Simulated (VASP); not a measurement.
# TiGe2 (Fddd) in VASP: notebook

TiGe2 is run at these levels: LDA; tasks: single point.

Everything below comes from runs of VASP 6.6.1. Logs are shortened: lines on timing, memory, paths and dates and some standing lists are left out, and cuts for length are marked.

### Step 1. The cell of the first run

It takes space group Fddd (No. 70, orthorhombic). Conventional cell: a = 5.024 Å, b = 8.618 Å, c = 8.759 Å, α = 90.00°, β = 90.00°, γ = 90.00°. Within 3.5 Å of Ti (site symmetry 222) lie 10 Ge at 2.62 to 2.90 Å and 4 Ti at 3.32 Å. Within 3.5 Å of Ge (site symmetry 2) lie 5 Ti at 2.62 to 2.90 Å and 9 Ge at 2.63 to 3.32 Å.

### Step 2. Single point, LDA

File INCAR:

```
SYSTEM = TiGe2
PREC = Accurate ; ENCUT = 500
EDIFF = 1E-6 ; ISMEAR = 0
SIGMA = 0.1 ; LREAL = .False.
LASPH = .True. ; NELM = 120
ALGO = Normal ; ISIF = 2
LWAVE = .False. ; LCHARG = .False.
NBANDS = 49 ; GGA_COMPAT = .False.
```

File KPOINTS:

```
Automatic mesh
0
Gamma
  6 6 6
  0 0 0
```

File POSCAR:

```
TiGe2
1.0
    0.0000000000      4.3089825400      4.3796047200
    2.5122499200      0.0000000000      4.3796047200
    2.5122499200      4.3089825400      0.0000000000
Ti Ge
2 4
Direct
    0.7500000000      0.7500000000      0.7500000000
    0.5000000000      0.5000000000      0.5000000000
    0.0826279600      0.4173720400      0.0826279600
    0.1673720400      0.8326279600      0.1673720400
    0.8326279600      0.1673720400      0.8326279600
    0.4173720400      0.0826279600      0.4173720400
```

Potentials or basis: VASP PAW LDA potentials, release 64 (Ti_sv, Ge_d).

Command:

```bash
> cat potpaw_LDA.64/Ti_sv/POTCAR potpaw_LDA.64/Ge_d/POTCAR > POTCAR
> mpirun -np 1 vasp_std > vasp.out
```

OUTCAR:

```text
SYSTEM = TiGe2
   PREC = Accurate
   ENCUT = 500
   EDIFF = 1E-6
   ISMEAR = 0
   LREAL = .False.
   LASPH = .True.
   NELM = 120
   ISIF = 2

 ion  position               nearest neighbor table
   1  0.750  0.750  0.750-   5 2.62   4 2.62   4 2.62   5 2.62   6 2.87   3 2.87   6 2.90   6 2.90
                             3 2.90   3 2.90
   2  0.500  0.500  0.500-   3 2.62   6 2.62   3 2.62   6 2.62   5 2.87   4 2.87   4 2.90   5 2.90
                             4 2.90   5 2.90
   3  0.083  0.417  0.083-   2 2.62   2 2.62   4 2.63   4 2.63   1 2.87   6 2.88   6 2.89   6 2.89
                             1 2.90   1 2.90
   4  0.167  0.833  0.167-   1 2.62   1 2.62   3 2.63   3 2.63   2 2.87   5 2.88   5 2.89   5 2.89
                             2 2.90   2 2.90
   5  0.833  0.167  0.833-   1 2.62   1 2.62   6 2.63   6 2.63   2 2.87   4 2.88   4 2.89   4 2.89
                             2 2.90   2 2.90
   6  0.417  0.083  0.417-   2 2.62   2 2.62   5 2.63   5 2.63   1 2.87   3 2.88   3 2.89   3 2.89
                             1 2.90   1 2.90

  LATTYP: Found a face centered orthorhombic cell.
 ALAT       =     5.0244998400
 B/A-ratio  =     1.7151886465
 C/A-ratio  =     1.7432997749

  Lattice vectors:

 A1 = (   0.0000000000,   4.3089825400,   4.3796047200)
 A2 = (   2.5122499200,   0.0000000000,   4.3796047200)
 A3 = (   2.5122499200,   4.3089825400,   0.0000000000)

Analysis of symmetry for initial positions (statically):
=====================================================================
 Subroutine PRICEL returns:
 Original cell was already a primitive cell.

 Routine SETGRP: Setting up the symmetry group for a
 face centered orthorhombic supercell.

 Subroutine GETGRP returns: Found  8 space group operations
 (whereof  4 operations were pure point group operations)
 out of a pool of  8 trial point group operations.

The static configuration has the point symmetry D_2 .
 The point group associated with its full space group is D_2h.

Analysis of symmetry for dynamics (positions and initial velocities):
=====================================================================
 Subroutine PRICEL returns:
 Original cell was already a primitive cell.

 Routine SETGRP: Setting up the symmetry group for a
 face centered orthorhombic supercell.

 Subroutine GETGRP returns: Found  8 space group operations
 (whereof  4 operations were pure point group operations)
 out of a pool of  8 trial point group operations.

The dynamic configuration has the point symmetry D_2 .
 The point group associated with its full space group is D_2h.

 Subroutine INISYM returns: Found  8 space group operations
 (whereof  4 operations are pure point group operations),
 and found     1 'primitive' translations

----------------------------------------------------------------------------------------

                                     Primitive cell

  volume of cell :      94.8206

  direct lattice vectors                    reciprocal lattice vectors
     0.000000000  4.308982540  4.379604720    -0.199024785  0.116036673  0.114165554
     2.512249920  0.000000000  4.379604720     0.199024785 -0.116036673  0.114165554
     2.512249920  4.308982540  0.000000000     0.199024785  0.116036673 -0.114165554

  length of vectors
     6.143961917  5.048993678  4.987858277     0.257116994  0.257116994  0.257116994

  position of ions in fractional coordinates (direct lattice)
     0.750000000  0.750000000  0.750000000
     0.500000000  0.500000000  0.500000000
     0.082627960  0.417372040  0.082627960
     0.167372040  0.832627960  0.167372040
     0.832627960  0.167372040  0.832627960
     0.417372040  0.082627960  0.417372040

  ion indices of the primitive-cell ions
   primitive index   ion index
                 1           1
                 2           2
                 3           3
                 4           4
                 5           5
                 6           6

----------------------------------------------------------------------------------------

 KPOINTS: Automatic mesh

Automatic generation of k-mesh.
 Grid dimensions read from file:
 generate k-points for:    6    6    6

 Generating k-lattice:

  Cartesian coordinates                     Fractional coordinates (reciprocal lattice)
    -0.033170797  0.019339446  0.019027592     0.166666667  0.000000000 -0.000000000
     0.033170797 -0.019339446  0.019027592     0.000000000  0.166666667  0.000000000
     0.033170797  0.019339446 -0.019027592    -0.000000000  0.000000000  0.166666667

  Length of vectors
     0.042852832  0.042852832  0.042852832

  Shift w.r.t. Gamma in fractional coordinates (k-lattice)
     0.000000000  0.000000000  0.000000000

 Subroutine IBZKPT returns following result:
 ===========================================

 Found     46 irreducible k-points:

 Following reciprocal coordinates:
            Coordinates               Weight
  0.000000  0.000000  0.000000      1.000000
  0.166667  0.000000 -0.000000      8.000000
  0.333333  0.000000 -0.000000      8.000000
  0.500000  0.000000  0.000000      4.000000
  0.166667  0.166667  0.000000      2.000000
  0.333333  0.166667 -0.000000      8.000000
[... 16 lines left out ...]
 -0.166667  0.166667  0.166667      8.000000
  0.500000  0.333333  0.166667      4.000000
 [... further k-points ...]
   k-points           NKPTS =     46   k-points in BZ     NKDIM =     46   number of bands    NBANDS=     49
   number of dos      NEDOS =    301   number of ions     NIONS =      6
   total plane-waves  NPLWV =  69120
   dimension x,y,z NGX =    48 NGY =   40 NGZ =   36
   dimension x,y,z NGXF=    96 NGYF=   80 NGZF=   72
   ions per type =               2   4
   NGX,Y,Z   is equivalent  to a cutoff of  12.99, 13.17, 12.00 a.u.
   NGXF,Y,Z  is equivalent  to a cutoff of  25.98, 26.34, 24.00 a.u.
 SYSTEM =  TiGe2
   PREC   = accura    normal or accurate (medium, high low for compatibility)
   ISTART =      0    job   : 0-new  1-cont  2-samecut
   ICHARG =      2    charge: 1-file 2-atom 10-const
   ISPIN  =      1    spin polarized calculation?
   LNONCOLLINEAR =      F non collinear calculations
   LSORBIT =      F    spin-orbit coupling
   LASPH  =      T    aspherical Exc in radial PAW
   ENCUT  =  500.0 eV  36.75 Ry    6.06 a.u.  11.20  9.21  9.09*2*pi/ulx,y,z
   NELM   =    120;   NELMIN=  2; NELMDL= -5     # of ELM steps
   EDIFF  = 0.1E-05   stopping-criterion for ELM
   LREAL  =      F    real-space projection
   EDIFFG = 0.1E-04   stopping-criterion for IOM
   NSW    =      0    number of steps for IOM
   IBRION =     -1    ionic relax: 0-MD 1-quasi-New 2-CG
   NFREE  =      0    steps in history (QN), initial steepest desc. (CG)
   ISIF   =      2    stress and relaxation
   ISYM   =      2    0-nonsym 1-usesym 2-fastsym
   POTIM  = 0.5000    time-step for ionic-motion
   TEBEG  =    0.0;   TEEND  =   0.0 temperature during run
   PSTRESS=    0.0 pullay stress
   NELECT =      80.0000    total number of electrons
   NUPDOWN=      -1.0000    fix difference up-down
   EMIN   =  10.00;   EMAX   =-10.00  energy-range for DOS
   EFERMI =   0.00;   METHOD = LEGACY
   ISMEAR =     0;   SIGMA  =   0.10  broadening in eV -4-tet -1-fermi 0-gaus
   EFERMI_NEDOS =   21; number of points for ismear=-14 and -15
   IALGO  =     38    algorithm
   IMIX   =      4    mixing-type and parameters
     AMIX     =   0.40;   BMIX     =  1.00
     AMIX_MAG =   1.60;   BMIX_MAG =  1.00
  volume/ion in A,a.u.               =      15.80       106.65
  Fermi-wavevector in a.u.,A,eV,Ry     =   1.546930  2.923274 32.558639  2.392992
  Thomas-Fermi vector in A             =   2.652096
   LORBIT       =      0    0 simple, 1 ext, 2 COOP (PROOUT), +10 PAW based schemes
   GGA     = CA    functional components
   LHFCALC =     F    Hartree Fock is set to
   AEXX    =    0.0000 exact exchange contribution
   IVDW    =     0    specifies the selected vdW correction
   LEPSILON=     F    determine dielectric tensor
   LRPA    =     F    only Hartree local field effects (RPA)
 non-spin polarized calculation
 Gauss-broadening in eV      SIGMA  =   0.10
  energy-cutoff  :      500.00
  volume of cell :       94.82
 maximum number of plane-waves:      2434
 NGX is ok and might be reduce to    48
   NGX = 23   NGY = 19   NGZ = 19

 number of electron      80.0000014 magnetization

 Free energy of the ion-electron system (eV)
  ---------------------------------------------------
  ext. energy  EPLUGINS =         0.00000000
  ---------------------------------------------------
  free energy    TOTEN  =       -41.02272986 eV

  energy without entropy =      -41.01565048  energy(sigma->0) =      -41.01919017

 E-fermi :   8.5092     XC(G=0): -12.4137

 val. band max:        8.4540390683   @ k =  -0.1667   0.1667   0.1667
 cond. band min:       8.5524615952   @ k =  -0.3333   0.3333   0.0000
 fundamental gap:      0.0984225269
 Fermi energy:         8.5092431064

 k-point     1 :       0.0000    0.0000    0.0000
  band No.  band energies     occupation
      1     -47.5573      2.00000
      2     -47.5393      2.00000
      3     -24.2782      2.00000
      4     -24.2688      2.00000
      5     -24.2384      2.00000
      6     -24.2261      2.00000
[... 41 lines left out ...]
     48      11.7323      0.00000
     49      11.7969      0.00000

 k-point     2 :       0.1667    0.0000   -0.0000
  band No.  band energies     occupation
      1     -47.5564      2.00000
      2     -47.5402      2.00000
      3     -24.2777      2.00000
      4     -24.2690      2.00000
      5     -24.2409      2.00000
      6     -24.2251      2.00000
[... 41 lines left out ...]
     48      11.7553      0.00000
     49      12.2549      0.00000

 k-point     3 :       0.3333    0.0000   -0.0000
  band No.  band energies     occupation
      1     -47.5541      2.00000
      2     -47.5423      2.00000
      3     -24.2798      2.00000
      4     -24.2655      2.00000
      5     -24.2477      2.00000
      6     -24.2205      2.00000
[... 1081 lines left out ...]
     48      11.9600      0.00000
     49      12.7975      0.00000

 k-point    24 :       0.5000    0.3333    0.1667
  band No.  band energies     occupation
      1     -47.5521      2.00000
      2     -47.5443      2.00000
      3     -24.2794      2.00000
      4     -24.2620      2.00000
      5     -24.2478      2.00000
      6     -24.2180      2.00000
[... 41 lines left out ...]
     48      11.7843      0.00000
     49      12.5291      0.00000

 [... further k-points ...]

------------------------ aborting loop because EDIFF is reached ----------------------------------------

  FORCE on cell =-STRESS in cart. coord.  units (eV):
  Direction    XX          YY          ZZ          XY          YZ          ZX
  --------------------------------------------------------------------------------------
  -------------------------------------------------------------------------------------
  Total       -3.1302317     -3.1800864     -3.4571270      0.0000000      0.0000000      0.0000000
  in kB      -52.8913410    -53.7337327    -58.4148718      0.0000000      0.0000000      0.0000000
  external PRESSURE =     -55.0133152 kB  Pullay stress =       0.0000000 kB

 VOLUME and BASIS-vectors are now :
 -----------------------------------------------------------------------------
  energy-cutoff  :      500.00
  volume of cell :       94.82
      direct lattice vectors                 reciprocal lattice vectors
     0.000000000  4.308982540  4.379604720    -0.199024785  0.116036673  0.114165554
     2.512249920  0.000000000  4.379604720     0.199024785 -0.116036673  0.114165554
     2.512249920  4.308982540  0.000000000     0.199024785  0.116036673 -0.114165554

 POSITION                                       TOTAL-FORCE (eV/Angst)
 -----------------------------------------------------------------------------------
      3.76837      6.46347      6.56941        -0.000000     -0.000000      0.000000
      2.51225      4.30898      4.37960         0.000000     -0.000000     -0.000000
      1.25612      0.71208      2.18980        -0.000000     -0.117409     -0.000000
      2.51225      1.44241      4.37960         0.000000      0.117409     -0.000000
      2.51225      7.17556      4.37960         0.000000     -0.117409     -0.000000
      1.25612      3.59690      2.18980        -0.000000      0.117409     -0.000000
 -----------------------------------------------------------------------------------
    total drift:                                0.000000      0.000000      0.000000

  FREE ENERGIE OF THE ION-ELECTRON SYSTEM (eV)
  ---------------------------------------------------
  free  energy   TOTEN  =       -41.0227298562 eV

  energy  without entropy=      -41.0156504848  energy(sigma->0) =      -41.01919017
```

Run time: 6.1 min. Hardware: 1 thread of Oxide Virtual Turin-like, shared host; peak memory 0.27 GiB.

Results:

* Free energy: -41.0227 eV
* Pressure: -5.5 GPa
* Largest force: 0.117 eV/Å
* Band gap on the k mesh: zero (bands 40 and 41 overlap by 1.52 eV)

Forces in eV/Å, atoms in the order of the input:
```
Ti   0.000  0.000  0.000
Ti   0.000  0.000  0.000
Ge   0.000 -0.117  0.000
Ge   0.000  0.117  0.000
Ge   0.000 -0.117  0.000
Ge   0.000  0.117  0.000
```

Stress tensor (GPa, compression positive):
```
-5.29  0.00  0.00
 0.00 -5.37  0.00
 0.00  0.00 -5.84
```

Levels at points of the mesh, in eV from the Fermi level:
| k point | band 38 | band 39 | band 40 | band 41 | band 42 | band 43 |
| --- | --- | --- | --- | --- | --- | --- |
| (0.00, 0.00, 0.00) | -1.96 | -1.73 | -1.45 | -0.92 | 1.59 | 2.18 |
| (0.50, 0.00, 0.00) | -1.11 | -0.10 | 0.18 | 0.73 | 1.22 | 1.49 |
| (0.50, 0.50, 0.00) | -1.61 | -0.91 | -0.91 | 0.83 | 0.83 | 2.69 |
| (0.50, 0.00, 0.50) | -2.32 | -0.89 | -0.89 | 1.03 | 1.03 | 2.24 |
| (0.00, 0.50, 0.50) | -1.22 | -0.64 | -0.64 | 0.90 | 0.90 | 1.74 |

Caveat: the cell stands under tension.

### Step 3. Single point, LDA (13.72 Å³/atom)

This run uses another cell than the first one, of 13.72 Å³/atom.

File INCAR:

```
SYSTEM = TiGe2
PREC = Accurate
ENCUT = 500
EDIFF = 1E-6
ISMEAR = 0
SIGMA = 0.1
LREAL = .FALSE.
LASPH = .TRUE.
NELM = 120
ALGO = Normal
ISIF = 2
LWAVE = .FALSE.
LCHARG = .FALSE.
NBANDS = 49
GGA_COMPAT = .FALSE.
```

File KPOINTS:

```
regular mesh
0
G
  10 10 10
  0 0 0
```

File POSCAR:

```
TiGe2
1.0
    0.0000000000      4.0730319291      4.2263951748
    2.3908210179      0.0000000000      4.2263951748
    2.3908210179      4.0730319291      0.0000000000
Ti Ge
2 4
Direct
    0.7500000000      0.7500000000      0.7500000000
    0.5000000000      0.5000000000      0.5000000000
    0.0821583727      0.4178416273      0.0821583727
    0.1678416273      0.8321583727      0.1678416273
    0.8321583727      0.1678416273      0.8321583727
    0.4178416273      0.0821583727      0.4178416273
```

Potentials or basis: VASP PAW LDA potentials, release 64 (Ti_sv, Ge_d).

Command:

```bash
> cat potpaw_LDA.64/Ti_sv/POTCAR potpaw_LDA.64/Ge_d/POTCAR > POTCAR
> mpirun -np 1 vasp_std > vasp.out
```

It took 21 min on 1 thread of Oxide Virtual Turin-like, shared host; peak memory 0.53 GiB.

It converged, with:

| Item | Value |
| --- | --- |
| Free energy | -40.6763 eV |
| Pressure | 15.7 GPa |
| Largest force | 0.008 eV/Å |
| Band gap on the k mesh | zero (bands 40 and 41 overlap by 2.00 eV) |

Forces on the atoms (eV/Å):
```
Ti   0.000  0.000  0.000
Ti   0.000  0.000  0.000
Ge   0.000  0.008  0.000
Ge   0.000 -0.008  0.000
Ge   0.000  0.008  0.000
Ge   0.000 -0.008  0.000
```

Stress tensor (GPa, compression positive):
```
15.70  0.00  0.00
 0.00 15.64  0.00
 0.00  0.00 15.85
```

Levels at points of the mesh, in eV from the Fermi level:
| k point | band 37 | band 38 | band 39 | band 40 | band 41 | band 42 | band 43 | band 44 |
| --- | --- | --- | --- | --- | --- | --- | --- | --- |
| (0.00, 0.00, 0.00) | -2.26 | -1.98 | -1.75 | -1.46 | -1.04 | 1.94 | 2.99 | 3.05 |
| (0.50, 0.00, 0.00) | -2.06 | -1.23 | -0.05 | 0.22 | 1.09 | 1.48 | 1.80 | 2.27 |
| (0.50, 0.50, 0.00) | -1.64 | -1.64 | -1.03 | -1.03 | 0.89 | 0.89 | 3.37 | 3.37 |
| (0.50, 0.00, 0.50) | -2.52 | -2.52 | -0.95 | -0.95 | 1.37 | 1.37 | 2.97 | 2.97 |
| (0.00, 0.50, 0.50) | -1.34 | -1.34 | -0.62 | -0.62 | 1.04 | 1.04 | 2.20 | 2.20 |

Caveat: the cell stands under pressure.

The gap in the log of VASP goes by the Fermi energy; the results here count the filled bands.